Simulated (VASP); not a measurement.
# AlN (P6_3mc) in VASP: notebook

The runs below take AlN through single point, with PBE.

All numbers are computed with VASP 6.6.1; they aren't measurements. Logs are shortened: lines on timing, memory, paths and dates and some standing lists are left out, and cuts for length are marked.

### 1 The cell of the first run

The structure is hexagonal, space group P6_3mc (No. 186). Conventional cell: a = 2.880 Å, b = 2.880 Å, c = 4.617 Å, α = 90.00°, β = 90.00°, γ = 120.00°. Al (site symmetry 3m) has 4 N at 1.75 to 1.76 Å within 2.3 Å. Within 2.3 Å of N (site symmetry 3m) lie 4 Al at 1.75 to 1.76 Å.

### 2 Single point, PBE (strain -0.080 along x and y, -0.080 along z)

File INCAR:

```
SYSTEM = AlN
PREC = Accurate ; ENCUT = 520
EDIFF = 1E-6 ; ISMEAR = 0
SIGMA = 0.05 ; LREAL = .FALSE.
LASPH = .TRUE. ; NELM = 80
ALGO = Normal ; ISIF = 2
LWAVE = .FALSE. ; LCHARG = .FALSE.
GGA = PE ; NBANDS = 16
```

File KPOINTS:

```
regular mesh
0
G
  12 12 6
  0 0 0
```

File POSCAR:

```
AlN
1.0
    2.8798203977      0.0000000000      0.0000000000
   -1.4399101989      2.4939976228      0.0000000000
    0.0000000000      0.0000000000      4.6165412822
Al N
2 2
Direct
    0.3333333333      0.6666666667      0.0017287175
    0.6666666667      0.3333333333      0.5017287175
    0.3333333333      0.6666666667      0.3832712825
    0.6666666667      0.3333333333      0.8832712825
```

Potentials or basis: VASP PAW PBE potentials, release 64 (Al, N).

The run is started by

```bash
> cat potpaw_PBE.64/Al/POTCAR potpaw_PBE.64/N/POTCAR > POTCAR
> mpirun -np 1 vasp_std > vasp.out
```

OUTCAR:

```text
SYSTEM = AlN
   PREC = Accurate
   ENCUT = 520
   EDIFF = 1E-6
   ISMEAR = 0
   LREAL = .FALSE.
   LASPH = .TRUE.
   NELM = 80
   ISIF = 2
   GGA = PE

 ion  position               nearest neighbor table
   1  0.333  0.667  0.002-   4 1.75   4 1.75   4 1.75   3 1.76   2 2.84   2 2.84   2 2.84   2 2.84
                             2 2.84   2 2.84
   2  0.667  0.333  0.502-   3 1.75   3 1.75   3 1.75   4 1.76   1 2.84   1 2.84   1 2.84   1 2.84
                             1 2.84   1 2.84
   3  0.333  0.667  0.383-   2 1.75   2 1.75   2 1.75   1 1.76
   4  0.667  0.333  0.883-   1 1.75   1 1.75   1 1.75   2 1.76

  LATTYP: Found a hexagonal cell.
 ALAT       =     2.8798203977
 C/A-ratio  =     1.6030656932

  Lattice vectors:

 A1 = (   2.8798203977,   0.0000000000,   0.0000000000)
 A2 = (  -1.4399101989,   2.4939976228,   0.0000000000)
 A3 = (   0.0000000000,   0.0000000000,   4.6165412822)

Analysis of symmetry for initial positions (statically):
=====================================================================
 Subroutine PRICEL returns:
 Original cell was already a primitive cell.

 Routine SETGRP: Setting up the symmetry group for a
 hexagonal supercell.

 Subroutine GETGRP returns: Found 12 space group operations
 (whereof  6 operations were pure point group operations)
 out of a pool of 24 trial point group operations.

The static configuration has the point symmetry C_3v.
 The point group associated with its full space group is C_6v.

Analysis of symmetry for dynamics (positions and initial velocities):
=====================================================================
 Subroutine PRICEL returns:
 Original cell was already a primitive cell.

 Routine SETGRP: Setting up the symmetry group for a
 hexagonal supercell.

 Subroutine GETGRP returns: Found 12 space group operations
 (whereof  6 operations were pure point group operations)
 out of a pool of 24 trial point group operations.

The dynamic configuration has the point symmetry C_3v.
 The point group associated with its full space group is C_6v.

 Subroutine INISYM returns: Found 12 space group operations
 (whereof  6 operations are pure point group operations),
 and found     1 'primitive' translations

----------------------------------------------------------------------------------------

                                     Primitive cell

  volume of cell :      33.1572

  direct lattice vectors                    reciprocal lattice vectors
     2.879820398  0.000000000  0.000000000     0.347243877  0.200481346  0.000000000
    -1.439910199  2.493997623  0.000000000     0.000000000  0.400962692  0.000000000
     0.000000000  0.000000000  4.616541282     0.000000000  0.000000000  0.216612381

  length of vectors
     2.879820398  2.879820398  4.616541282     0.400962692  0.400962692  0.216612381

  position of ions in fractional coordinates (direct lattice)
     0.333333333  0.666666667  0.001728718
     0.666666667  0.333333333  0.501728718
     0.333333333  0.666666667  0.383271282
     0.666666667  0.333333333  0.883271282

  ion indices of the primitive-cell ions
   primitive index   ion index
                 1           1
                 2           2
                 3           3
                 4           4

----------------------------------------------------------------------------------------

 KPOINTS: regular mesh

Automatic generation of k-mesh.
 Grid dimensions read from file:
 generate k-points for:   12   12    6

 Generating k-lattice:

  Cartesian coordinates                     Fractional coordinates (reciprocal lattice)
     0.028936990  0.016706779  0.000000000     0.083333333 -0.000000000  0.000000000
     0.000000000  0.033413558  0.000000000     0.000000000  0.083333333  0.000000000
     0.000000000  0.000000000  0.036102064     0.000000000  0.000000000  0.166666667

  Length of vectors
     0.033413558  0.033413558  0.036102064

  Shift w.r.t. Gamma in fractional coordinates (k-lattice)
     0.000000000  0.000000000  0.000000000

 Subroutine IBZKPT returns following result:
 ===========================================

 Found     76 irreducible k-points:

 Following reciprocal coordinates:
            Coordinates               Weight
  0.000000  0.000000  0.000000      1.000000
  0.083333  0.000000  0.000000      6.000000
  0.166667  0.000000  0.000000      6.000000
  0.250000  0.000000  0.000000      6.000000
  0.333333 -0.000000  0.000000      6.000000
  0.416667  0.000000  0.000000      6.000000
[... 16 lines left out ...]
  0.250000  0.000000  0.166667     12.000000
  0.333333 -0.000000  0.166667     12.000000
 [... further k-points ...]
   k-points           NKPTS =     76   k-points in BZ     NKDIM =     76   number of bands    NBANDS=     16
   number of dos      NEDOS =    301   number of ions     NIONS =      4
   total plane-waves  NPLWV =  20736
   dimension x,y,z NGX =    24 NGY =   24 NGZ =   36
   dimension x,y,z NGXF=    48 NGYF=   48 NGZF=   72
   ions per type =               2   2
   NGX,Y,Z   is equivalent  to a cutoff of  13.85, 13.85, 12.96 a.u.
   NGXF,Y,Z  is equivalent  to a cutoff of  27.71, 27.71, 25.93 a.u.
 SYSTEM =  AlN
   PREC   = accura    normal or accurate (medium, high low for compatibility)
   ISTART =      0    job   : 0-new  1-cont  2-samecut
   ICHARG =      2    charge: 1-file 2-atom 10-const
   ISPIN  =      1    spin polarized calculation?
   LNONCOLLINEAR =      F non collinear calculations
   LSORBIT =      F    spin-orbit coupling
   LASPH  =      T    aspherical Exc in radial PAW
   ENCUT  =  520.0 eV  38.22 Ry    6.18 a.u.   5.35  5.35  8.58*2*pi/ulx,y,z
   NELM   =     80;   NELMIN=  2; NELMDL= -5     # of ELM steps
   EDIFF  = 0.1E-05   stopping-criterion for ELM
   LREAL  =      F    real-space projection
   EDIFFG = 0.1E-04   stopping-criterion for IOM
   NSW    =      0    number of steps for IOM
   IBRION =     -1    ionic relax: 0-MD 1-quasi-New 2-CG
   NFREE  =      0    steps in history (QN), initial steepest desc. (CG)
   ISIF   =      2    stress and relaxation
   ISYM   =      2    0-nonsym 1-usesym 2-fastsym
   POTIM  = 0.5000    time-step for ionic-motion
   TEBEG  =    0.0;   TEEND  =   0.0 temperature during run
   PSTRESS=    0.0 pullay stress
   NELECT =      16.0000    total number of electrons
   NUPDOWN=      -1.0000    fix difference up-down
   EMIN   =  10.00;   EMAX   =-10.00  energy-range for DOS
   EFERMI =   0.00;   METHOD = LEGACY
   ISMEAR =     0;   SIGMA  =   0.05  broadening in eV -4-tet -1-fermi 0-gaus
   EFERMI_NEDOS =   21; number of points for ismear=-14 and -15
   IALGO  =     38    algorithm
   IMIX   =      4    mixing-type and parameters
     AMIX     =   0.40;   BMIX     =  1.00
     AMIX_MAG =   1.60;   BMIX_MAG =  1.00
  volume/ion in A,a.u.               =       8.29        55.94
  Fermi-wavevector in a.u.,A,eV,Ry     =   1.284070  2.426541 22.433780  1.648836
  Thomas-Fermi vector in A             =   2.416286
   LORBIT       =      0    0 simple, 1 ext, 2 COOP (PROOUT), +10 PAW based schemes
   GGA     = PE    functional components
   LHFCALC =     F    Hartree Fock is set to
   AEXX    =    0.0000 exact exchange contribution
   IVDW    =     0    specifies the selected vdW correction
   LEPSILON=     F    determine dielectric tensor
   LRPA    =     F    only Hartree local field effects (RPA)
 non-spin polarized calculation
 Gauss-broadening in eV      SIGMA  =   0.05
  energy-cutoff  :      520.00
  volume of cell :       33.16
 maximum number of plane-waves:       911
 NGX is ok and might be reduce to    24
   NGX = 11   NGY = 11   NGZ = 17

 number of electron      15.9999998 magnetization

 Free energy of the ion-electron system (eV)
  ---------------------------------------------------
  ext. energy  EPLUGINS =         0.00000000
  ---------------------------------------------------
  free energy    TOTEN  =       -27.90068739 eV

  energy without entropy =      -27.90068739  energy(sigma->0) =      -27.90068739

 E-fermi :   8.8600     XC(G=0): -11.9581

 val. band max:        8.5945668046   @ k =   0.0000   0.0000   0.0000
 cond. band min:      13.7084477988   @ k =   0.3333   0.3333   0.0000
 fundamental gap:      5.1138809943
 Fermi energy:         8.8599603302

 k-point     1 :       0.0000    0.0000    0.0000
  band No.  band energies     occupation
      1      -8.0985      2.00000
      2      -5.1603      2.00000
      3       1.4764      2.00000
      4       7.6449      2.00000
      5       7.6449      2.00000
      6       8.3280      2.00000
[... 8 lines left out ...]
     15      24.1167      0.00000
     16      24.1167      0.00000

 k-point     2 :       0.0833    0.0000    0.0000
  band No.  band energies     occupation
      1      -7.9839      2.00000
      2      -5.0918      2.00000
      3       1.6018      2.00000
      4       7.1776      2.00000
      5       7.5006      2.00000
      6       7.9313      2.00000
[... 8 lines left out ...]
     15      24.0374      0.00000
     16      24.0724      0.00000

 k-point     3 :       0.1667    0.0000    0.0000
  band No.  band energies     occupation
      1      -7.6481      2.00000
      2      -4.9032      2.00000
      3       1.9716      2.00000
      4       6.0238      2.00000
      5       7.0127      2.00000
      6       7.1734      2.00000
[... 8 lines left out ...]
     15      23.2485      0.00000
     16      23.4868      0.00000

 k-point     4 :       0.2500    0.0000    0.0000
  band No.  band energies     occupation
      1      -7.1183      2.00000
      2      -4.6493      2.00000
      3       2.5619      2.00000
      4       4.6495      2.00000
      5       5.9243      2.00000
      6       6.8071      2.00000
[... 8 lines left out ...]
     15      23.3574      0.00000
     16      24.0445      0.00000
[... 324 lines left out ...]
 k-point    22 :       0.1667    0.0000    0.1667
  band No.  band energies     occupation
      1      -7.5166      2.00000
      2      -5.1830      2.00000
      3       2.3898      2.00000
      4       6.1091      2.00000
      5       6.7538      2.00000
      6       7.2381      2.00000
[... 8 lines left out ...]
     15      23.4511      0.00000
     16      23.5376      0.00000

 k-point    23 :       0.2500    0.0000    0.1667
  band No.  band energies     occupation
      1      -6.9943      2.00000
      2      -4.8838      2.00000
      3       2.8032      2.00000
      4       4.8462      2.00000
      5       5.6888      2.00000
      6       6.8832      2.00000
[... 8 lines left out ...]
     15      23.5432      0.00000
     16      24.1371      0.00000

 k-point    24 :       0.3333   -0.0000    0.1667
  band No.  band energies     occupation
      1      -6.3418      2.00000
      2      -4.6034      2.00000
      3       2.8567      2.00000
      4       4.0963      2.00000
      5       4.7795      2.00000
      6       6.5766      2.00000
[... 8 lines left out ...]
     15      23.8127      0.00000
     16      25.3841      0.00000

 [... further k-points ...]

------------------------ aborting loop because EDIFF is reached ----------------------------------------

  FORCE on cell =-STRESS in cart. coord.  units (eV):
  Direction    XX          YY          ZZ          XY          YZ          ZX
  --------------------------------------------------------------------------------------
  -------------------------------------------------------------------------------------
  Total       16.6339423     16.6339423     15.4845879     -0.0000000      0.0000000      0.0000000
  in kB      803.7622612    803.7622612    748.2247557     -0.0000000      0.0000000      0.0000000
  external PRESSURE =     785.2497594 kB  Pullay stress =       0.0000000 kB

 VOLUME and BASIS-vectors are now :
 -----------------------------------------------------------------------------
  energy-cutoff  :      520.00
  volume of cell :       33.16
      direct lattice vectors                 reciprocal lattice vectors
     2.879820398  0.000000000  0.000000000     0.347243877  0.200481346  0.000000000
    -1.439910199  2.493997623  0.000000000     0.000000000  0.400962692  0.000000000
     0.000000000  0.000000000  4.616541282     0.000000000  0.000000000  0.216612381

 POSITION                                       TOTAL-FORCE (eV/Angst)
 -----------------------------------------------------------------------------------
     -0.00000      1.66267      0.00798        -0.000000      0.000000     -0.125379
      1.43991      0.83133      2.31625        -0.000000     -0.000000     -0.125379
     -0.00000      1.66267      1.76939         0.000000      0.000000      0.125379
      1.43991      0.83133      4.07766         0.000000      0.000000      0.125379
 -----------------------------------------------------------------------------------
    total drift:                               -0.000000      0.000000     -0.000566

  FREE ENERGIE OF THE ION-ELECTRON SYSTEM (eV)
  ---------------------------------------------------
  free  energy   TOTEN  =       -27.9006873934 eV

  energy  without entropy=      -27.9006873934  energy(sigma->0) =      -27.90068739
```

Wall time 34 s (1 thread of Intel Xeon 6975P-C, shared host); peak memory 0.17 GiB.

Results:

* Free energy: -27.9007 eV
* Pressure: 78.5 GPa
* Largest force: 0.125 eV/Å
* Band gap on the k mesh: 5.11 eV, indirect (least direct gap 6.40 eV)

Forces on the atoms (eV/Å):
```
Al   0.000  0.000 -0.125
Al   0.000  0.000 -0.125
N    0.000  0.000  0.125
N    0.000  0.000  0.125
```

Levels at points of the mesh, in eV from the valence-band top:
```csv
k point,band 6,band 7,band 8,band 9,band 10,band 11
"(0.00, 0.00, 0.00)",-0.27,-0.27,0.00,6.40,8.82,12.62
"(0.50, 0.00, 0.00)",-2.38,-2.11,-0.74,6.26,6.65,10.28
"(0.00, 0.00, 0.50)",-0.62,-0.62,-0.62,8.61,8.61,12.35
"(0.50, 0.00, 0.50)",-1.66,-1.58,-1.58,6.09,6.09,10.72
```

Caveat: the cell differs from its parent crystal (strain -0.080 along x and y, -0.080 along z).

(Part 1 of 3 ends here.)
